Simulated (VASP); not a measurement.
# H6C2O in VASP: relaxation of the atoms with PBE+D3(BJ)

Aim: the relaxation of the atoms of H6C2O with PBE+D3(BJ).

All numbers are computed with VASP 6.6.1; they aren't measurements. Logs are shortened: lines on timing, memory, paths and dates and some standing lists are left out, and cuts for length are marked.

**1. The cell of the first run**

The cell holds an amorphous packing of atoms, 36 atoms: a = 7.529 Å, b = 7.529 Å, c = 7.529 Å, α = 90.00°, β = 90.00°, γ = 90.00°.

**2. Relaxation of the atoms, PBE+D3(BJ)**

File INCAR:

```
SYSTEM = H6C2O
PREC = Accurate
ENCUT = 520
EDIFF = 1E-7
ISMEAR = -1
SIGMA = 0.02
LREAL = Auto
LASPH = .TRUE.
NELM = 80
ALGO = Normal
ISIF = 2
LWAVE = .FALSE.
LCHARG = .FALSE.
GGA = PE
IVDW = 12
IBRION = 2
NSW = 35
EDIFFG = -0.3
```

File KPOINTS:

```
Automatic mesh
0
G
  1 1 1
  0 0 0
```

File POSCAR:

```
H6C2O
1.0
    7.5290720000      0.0000000000      0.0000000000
    0.0000000000      7.5290720000      0.0000000000
    0.0000000000      0.0000000000      7.5290720000
C O H
8 4 24
Direct
    0.7727410000      0.8855255000      0.7873894000
    0.9084911000      1.0218085000      0.7297295000
    0.9967062000      0.3203575000      0.2660726000
    0.8443794000      0.2985168000      0.1370558000
    0.2785655000      0.6270040000      0.0357110000
    0.3790257000      0.5500119000      0.1916142000
    0.5572645000      0.4131557000      0.6143161000
    0.6671219000      0.5018884000      0.7570876000
    1.0646082000      0.9921467000      0.8329863000
    0.6966030000      0.2328409000      0.2358643000
    0.5583750000      0.6095265000      0.1772555000
    0.8490352000      0.4823029000      0.7077087000
    1.1526485000      1.0792207000      0.7967847000
    0.9366866000      1.0074969000      0.5871893000
    0.8566114000      1.1566037000      0.7510903000
    0.6492432000      0.9013521000      0.7126554000
    0.8240898000      0.7517737000      0.7650208000
    0.7441096000      0.9007036000      0.9287274000
    0.5980049000      0.2183907000      0.1539306000
    0.8126297000      0.4266153000      0.0746036000
    0.8814954000      0.2056198000      0.0307070000
    1.1147290000      0.3706492000      0.1980378000
    0.9599617000      0.4135147000      0.3709448000
    1.0287458000      0.1927813000      0.3271002000
    0.6239772000      0.5606357000      0.2770030000
    0.3190953000      0.5946649000      0.3170414000
    0.3720369000      0.4041999000      0.1888669000
    0.1393046000      0.5859913000      0.0391344000
    0.2847349000      0.7718331000      0.0393235000
    0.3376136000      0.5815941000     -0.0886990000
    0.9206740000      0.5389941000      0.7987994000
    0.6308981000      0.6429046000      0.7680328000
    0.6411668000      0.4395294000      0.8865295000
    0.4156376000      0.4236651000      0.6446264000
    0.5824050000      0.4760181000      0.4860864000
    0.5926616000      0.2728841000      0.6044425000
```

Potentials or basis: VASP PAW PBE potentials, release 64 (C, O, H).

Launch:

```console
cat potpaw_PBE.64/C/POTCAR potpaw_PBE.64/O/POTCAR potpaw_PBE.64/H/POTCAR > POTCAR
mpirun -np 1 vasp_gam > vasp.out
```

OUTCAR:

```text
SYSTEM = H6C2O
   PREC = Accurate
   ENCUT = 520
   EDIFF = 1E-7
   ISMEAR = -1
   LREAL = Auto
   LASPH = .TRUE.
   NELM = 80
   ISIF = 2
   GGA = PE
   IVDW = 12
   IBRION = 2
   NSW = 35
   EDIFFG = -0.3
 IVDW          = 12

 ion  position               nearest neighbor table
   1  0.773  0.886  0.787-  18 1.09  17 1.09  16 1.09   2 1.51
   2  0.908  0.022  0.730-  14 1.10  15 1.10   9 1.43   1 1.51
   3  0.997  0.320  0.266-  24 1.09  23 1.09  22 1.09   4 1.51
   4  0.844  0.299  0.137-  21 1.10  20 1.10  10 1.43   3 1.51
   5  0.279  0.627  0.036-  29 1.09  30 1.09  28 1.09   6 1.51
   6  0.379  0.550  0.192-  26 1.10  27 1.10  11 1.43   5 1.51
   7  0.557  0.413  0.614-  36 1.09  35 1.09  34 1.09   8 1.51
   8  0.667  0.502  0.757-  33 1.10  32 1.10  12 1.43   7 1.51
   9  0.065  0.992  0.833-  13 0.97   2 1.43
  10  0.697  0.233  0.236-  19 0.97   4 1.43
  11  0.558  0.610  0.177-  25 0.97   6 1.43
  12  0.849  0.482  0.708-  31 0.97   8 1.43
  13  0.153  0.079  0.797-   9 0.97
  14  0.937  0.007  0.587-   2 1.10
  15  0.857  0.157  0.751-   2 1.10
  16  0.649  0.901  0.713-   1 1.09
  17  0.824  0.752  0.765-   1 1.09
  18  0.744  0.901  0.929-   1 1.09
[... 16 lines left out ...]
  35  0.582  0.476  0.486-   7 1.09
  36  0.593  0.273  0.604-   7 1.09

  LATTYP: Found a simple cubic cell.
 ALAT       =     7.5290720000

  Lattice vectors:

 A1 = (   7.5290720000,   0.0000000000,   0.0000000000)
 A2 = (   0.0000000000,   7.5290720000,   0.0000000000)
 A3 = (   0.0000000000,   0.0000000000,   7.5290720000)

Analysis of symmetry for initial positions (statically):
=====================================================================
 Subroutine PRICEL returns:
 Original cell was already a primitive cell.

 Routine SETGRP: Setting up the symmetry group for a
 simple cubic supercell.

 Subroutine GETGRP returns: Found  1 space group operations
 (whereof  1 operations were pure point group operations)
 out of a pool of 48 trial point group operations.

The static configuration has the point symmetry C_1 .

Analysis of symmetry for dynamics (positions and initial velocities):
=====================================================================
 Subroutine PRICEL returns:
 Original cell was already a primitive cell.

 Routine SETGRP: Setting up the symmetry group for a
 simple cubic supercell.

 Subroutine GETGRP returns: Found  1 space group operations
 (whereof  1 operations were pure point group operations)
 out of a pool of 48 trial point group operations.

The dynamic configuration has the point symmetry C_1 .

 Subroutine INISYM returns: Found  1 space group operations
 (whereof  1 operations are pure point group operations),
 and found     1 'primitive' translations

----------------------------------------------------------------------------------------

                                     Primitive cell

  volume of cell :     426.7999

  direct lattice vectors                    reciprocal lattice vectors
     7.529072000  0.000000000  0.000000000     0.132818493  0.000000000  0.000000000
     0.000000000  7.529072000  0.000000000     0.000000000  0.132818493  0.000000000
     0.000000000  0.000000000  7.529072000     0.000000000  0.000000000  0.132818493

  length of vectors
     7.529072000  7.529072000  7.529072000     0.132818493  0.132818493  0.132818493

  position of ions in fractional coordinates (direct lattice)
     0.772741000  0.885525500  0.787389400
     0.908491100  0.021808500  0.729729500
     0.996706200  0.320357500  0.266072600
     0.844379400  0.298516800  0.137055800
     0.278565500  0.627004000  0.035711000
     0.379025700  0.550011900  0.191614200
[... 28 lines left out ...]
     0.582405000  0.476018100  0.486086400
     0.592661600  0.272884100  0.604442500

  ion indices of the primitive-cell ions
   primitive index   ion index
                 1           1
                 2           2
                 3           3
                 4           4
                 5           5
                 6           6
[... 28 lines left out ...]
                35          35
                36          36

----------------------------------------------------------------------------------------

 KPOINTS: Automatic mesh

Automatic generation of k-mesh.
 Grid dimensions read from file:
 generate k-points for:    1    1    1

 Generating k-lattice:

  Cartesian coordinates                     Fractional coordinates (reciprocal lattice)
     0.132818493  0.000000000  0.000000000     1.000000000  0.000000000  0.000000000
     0.000000000  0.132818493  0.000000000     0.000000000  1.000000000  0.000000000
     0.000000000  0.000000000  0.132818493     0.000000000  0.000000000  1.000000000

  Length of vectors
     0.132818493  0.132818493  0.132818493

  Shift w.r.t. Gamma in fractional coordinates (k-lattice)
     0.000000000  0.000000000  0.000000000

 Subroutine IBZKPT returns following result:
 ===========================================

 Found      1 irreducible k-points:

 Following reciprocal coordinates:
            Coordinates               Weight
  0.000000  0.000000  0.000000      1.000000
   k-points           NKPTS =      1   k-points in BZ     NKDIM =      1   number of bands    NBANDS=     59
   number of dos      NEDOS =    301   number of ions     NIONS =     36
   total plane-waves  NPLWV = 175616
   dimension x,y,z NGX =    56 NGY =   56 NGZ =   56
   dimension x,y,z NGXF=   112 NGYF=  112 NGZF=  112
   ions per type =               8   4  24
   NGX,Y,Z   is equivalent  to a cutoff of  12.37, 12.37, 12.37 a.u.
   NGXF,Y,Z  is equivalent  to a cutoff of  24.73, 24.73, 24.73 a.u.
 SYSTEM =  H6C2O
   PREC   = accura    normal or accurate (medium, high low for compatibility)
   ISTART =      0    job   : 0-new  1-cont  2-samecut
   ICHARG =      2    charge: 1-file 2-atom 10-const
   ISPIN  =      1    spin polarized calculation?
   LNONCOLLINEAR =      F non collinear calculations
   LSORBIT =      F    spin-orbit coupling
   LASPH  =      T    aspherical Exc in radial PAW
   ENCUT  =  520.0 eV  38.22 Ry    6.18 a.u.  14.00 14.00 14.00*2*pi/ulx,y,z
   NELM   =     80;   NELMIN=  2; NELMDL= -5     # of ELM steps
   EDIFF  = 0.1E-06   stopping-criterion for ELM
   LREAL  =      T    real-space projection
   EDIFFG = -.3E+00   stopping-criterion for IOM
   NSW    =     35    number of steps for IOM
   IBRION =      2    ionic relax: 0-MD 1-quasi-New 2-CG
   NFREE  =      1    steps in history (QN), initial steepest desc. (CG)
   ISIF   =      2    stress and relaxation
   ISYM   =      2    0-nonsym 1-usesym 2-fastsym
   POTIM  = 0.5000    time-step for ionic-motion
   TEBEG  =    0.0;   TEEND  =   0.0 temperature during run
   PSTRESS=    0.0 pullay stress
   NELECT =      80.0000    total number of electrons
   NUPDOWN=      -1.0000    fix difference up-down
   EMIN   =  10.00;   EMAX   =-10.00  energy-range for DOS
   EFERMI =   0.00;   METHOD = LEGACY
   ISMEAR =    -1;   SIGMA  =   0.02  broadening in eV -4-tet -1-fermi 0-gaus
   EFERMI_NEDOS =   21; number of points for ismear=-14 and -15
   IALGO  =     38    algorithm
   IMIX   =      4    mixing-type and parameters
     AMIX     =   0.40;   BMIX     =  1.00
     AMIX_MAG =   1.60;   BMIX_MAG =  1.00
  volume/ion in A,a.u.               =      11.86        80.01
  Fermi-wavevector in a.u.,A,eV,Ry     =   0.936907  1.770498 11.943135  0.877796
  Thomas-Fermi vector in A             =   2.063965
   LORBIT       =      0    0 simple, 1 ext, 2 COOP (PROOUT), +10 PAW based schemes
   GGA     = PE    functional components
   LHFCALC =     F    Hartree Fock is set to
   AEXX    =    0.0000 exact exchange contribution
   IVDW    =    12    specifies the selected vdW correction
   LEPSILON=     F    determine dielectric tensor
   LRPA    =     F    only Hartree local field effects (RPA)
 conjugate gradient relaxation of ions
 non-spin polarized calculation
  energy-cutoff  :      520.00
  volume of cell :      426.80
 maximum number of plane-waves:      5730
 NGX is ok and might be reduce to    54
   NGX = 27   NGY = 27   NGZ = 27

--------------------------------------- Ionic step        1  -------------------------------------------

 number of electron      79.9999987 magnetization

 Free energy of the ion-electron system (eV)
  ---------------------------------------------------
  ext. energy  EPLUGINS =         0.00000000
  ---------------------------------------------------
  free energy    TOTEN  =      -187.07040672 eV

  energy without entropy =     -187.07040672  energy(sigma->0) =     -187.07040672

------------------------ aborting loop because EDIFF is reached ----------------------------------------

 Edisp (eV)   -1.28002

 E8    (eV) :    -0.2881

  FORCE on cell =-STRESS in cart. coord.  units (eV):
  Direction    XX          YY          ZZ          XY          YZ          ZX
  --------------------------------------------------------------------------------------
  -------------------------------------------------------------------------------------
  Total       4.45975     4.18657     3.01097     0.99768    -0.06611     0.37119
  in kB      16.74157    15.71609    11.30296     3.74520    -0.24818     1.39340
  external pressure =       14.59 kB  Pullay stress =        0.00 kB
[... 499 lines left out ...]
  energy  without entropy=     -188.4856577949  energy(sigma->0) =     -188.48565779

--------------------------------------- Ionic step        8  -------------------------------------------

 number of electron      79.9999996 magnetization

 Free energy of the ion-electron system (eV)
  ---------------------------------------------------
  ext. energy  EPLUGINS =         0.00000000
  ---------------------------------------------------
  free energy    TOTEN  =      -187.23211964 eV

  energy without entropy =     -187.23211964  energy(sigma->0) =     -187.23211964

 E-fermi :  -2.7896     XC(G=0):  -6.0242

 val. band max:       -3.3629234649   @ k =   0.0000   0.0000   0.0000
 cond. band min:       1.2607558450   @ k =   0.0000   0.0000   0.0000
 fundamental gap:      4.6236793099
 Fermi energy:        -2.7895569431

 k-point     1 :       0.0000    0.0000    0.0000
  band No.  band energies     occupation
      1     -22.7332      2.00000
      2     -22.6803      2.00000
      3     -22.5688      2.00000
      4     -22.5132      2.00000
      5     -15.9199      2.00000
      6     -15.8250      2.00000
[... 44 lines left out ...]
     51       5.0208      0.00000
     52       5.0897      0.00000
 [bands above 52 left out]

------------------------ aborting loop because EDIFF is reached ----------------------------------------

 Edisp (eV)   -1.27857

 E8    (eV) :    -0.2877

  FORCE on cell =-STRESS in cart. coord.  units (eV):
  Direction    XX          YY          ZZ          XY          YZ          ZX
  --------------------------------------------------------------------------------------
  -------------------------------------------------------------------------------------
  Total       0.44913     2.86975     0.23427     1.40698    -0.30288     0.26129
  in kB       1.68599    10.77285     0.87945     5.28170    -1.13697     0.98087
  external pressure =        4.45 kB  Pullay stress =        0.00 kB
[... 51 lines left out ...]
  FREE ENERGIE OF THE ION-ELECTRON SYSTEM (eV)
  ---------------------------------------------------
  free  energy   TOTEN  =      -188.5106889968 eV

  energy  without entropy=     -188.5106889968  energy(sigma->0) =     -188.51068900

 reached required accuracy - stopping structural energy minimisation
```

Wall time 2.8 min (1 thread of Intel Xeon 6975P-C (Granite Rapids), shared host); peak memory 0.45 GiB.

Results:

```yaml
Free_energy: -188.5107 eV
Energy_gained_by_relaxing: 4.5 meV/atom
Ionic_steps: 8
Pressure_after_relaxing: 0.4 GPa
Largest_force_after_relaxing: 0.290 eV/Å
Band_gap_on_the_k_mesh: 4.62 eV
Dispersion_energy_per_atom: -0.036 eV
```

Forces on the atoms (eV/Å):
```
C    0.133  0.029 -0.085
C   -0.111  0.148 -0.034
C   -0.102 -0.104 -0.087
C   -0.026 -0.004  0.067
C    0.050 -0.004  0.094
C   -0.020  0.115 -0.058
C    0.162  0.001  0.142
C   -0.120  0.053  0.189
O   -0.140  0.046 -0.031
O    0.055 -0.048  0.126
O   -0.096  0.007  0.074
O   -0.081 -0.165 -0.126
H    0.178  0.149 -0.063
H   -0.044  0.085  0.218
H    0.198  0.144 -0.087
H    0.001  0.126  0.009
H    0.018 -0.114  0.018
H    0.045  0.099 -0.101
H   -0.026 -0.046 -0.149
H    0.124 -0.097  0.021
H    0.007  0.116  0.189
H    0.029 -0.034  0.060
H    0.052 -0.118 -0.007
H   -0.021  0.030  0.090
H    0.008 -0.026 -0.109
H    0.014  0.005 -0.117
H    0.074  0.174 -0.072
H    0.058  0.041 -0.026
H    0.008 -0.090 -0.056
H   -0.087  0.098  0.051
H   -0.150 -0.006  0.095
H   -0.034  0.052 -0.011
H    0.003 -0.266 -0.045
H    0.061 -0.169 -0.035
H   -0.031 -0.044 -0.022
H   -0.187 -0.184 -0.123
```

Stress tensor (GPa, compression positive):
```
 0.17  0.53  0.10
 0.53  1.08 -0.11
 0.10 -0.11  0.09
```

The path:
```
step  energy change (eV)  largest force (eV/Å)  pressure (GPa)
   1              0.0000                0.8967            1.46
   2              0.0280                1.8482            0.84
   3             -0.0453                0.5028            1.15
   4             -0.0892                0.6901            0.67
   5             -0.0902                0.8366            0.58
   6             -0.1175                0.5015            0.55
   7             -0.1352                0.4948            0.50
   8             -0.1603                0.2896            0.44
```

Final structure:
```cif
data_structure
_symmetry_space_group_name_H-M 'P 1'
_symmetry_Int_Tables_number 1
_cell_length_a 7.5291
_cell_length_b 7.5291
_cell_length_c 7.5291
_cell_angle_alpha 90.000
_cell_angle_beta 90.000
_cell_angle_gamma 90.000
_cell_volume 426.80
loop_
_atom_site_label
_atom_site_type_symbol
_atom_site_fract_x
_atom_site_fract_y
_atom_site_fract_z
_atom_site_occupancy
C1 C 0.77345 0.89315 0.78918 1
C2 C 0.90897 0.02639 0.72901 1
C3 C 0.99670 0.31904 0.26946 1
C4 C 0.84650 0.29702 0.13770 1
C5 C 0.27821 0.62893 0.03372 1
C6 C 0.37961 0.55164 0.19059 1
C7 C 0.55447 0.40743 0.61385 1
C8 C 0.66415 0.49397 0.75713 1
O1 O 0.06731 0.99473 0.83308 1
O2 O 0.69414 0.23320 0.23467 1
O3 O 0.55958 0.61370 0.17848 1
O4 O 0.84933 0.48124 0.70985 1
H1 H 0.15530 0.08085 0.79632 1
H2 H 0.93730 0.00792 0.58531 1
H3 H 0.85904 0.16281 0.74863 1
H4 H 0.65038 0.90300 0.71168 1
H5 H 0.83091 0.76316 0.76104 1
H6 H 0.74227 0.90089 0.93199 1
H7 H 0.59623 0.21625 0.15269 1
H8 H 0.81293 0.42674 0.07729 1
H9 H 0.88306 0.20317 0.03069 1
H10 H 0.11392 0.36740 0.19896 1
H11 H 0.96137 0.41445 0.37448 1
H12 H 0.03045 0.19042 0.32933 1
H13 H 0.62568 0.55846 0.27527 1
H14 H 0.31879 0.59403 0.31779 1
H15 H 0.37510 0.40374 0.19021 1
H16 H 0.13788 0.58896 0.03821 1
H17 H 0.28210 0.77488 0.03700 1
H18 H 0.33677 0.58266 0.90801 1
H19 H 0.92267 0.53733 0.80033 1
H20 H 0.62357 0.63259 0.77002 1
H21 H 0.63942 0.43718 0.88945 1
H22 H 0.41239 0.42369 0.64348 1
H23 H 0.58100 0.47376 0.48716 1
H24 H 0.59114 0.26794 0.59873 1
```

Levels at points of the mesh, in eV from the valence-band top:
| k point | band 37 | band 38 | band 39 | band 40 | band 41 | band 42 | band 43 | band 44 |
| --- | --- | --- | --- | --- | --- | --- | --- | --- |
| (0.00, 0.00, 0.00) | -0.29 | -0.14 | -0.05 | 0.00 | 4.62 | 5.92 | 6.10 | 6.53 |

Caveat: the k points lie up to 0.83 Å⁻¹ apart; the relaxation stopped at a loose force limit of 0.3 eV/Å, so its end isn't a converged minimum.
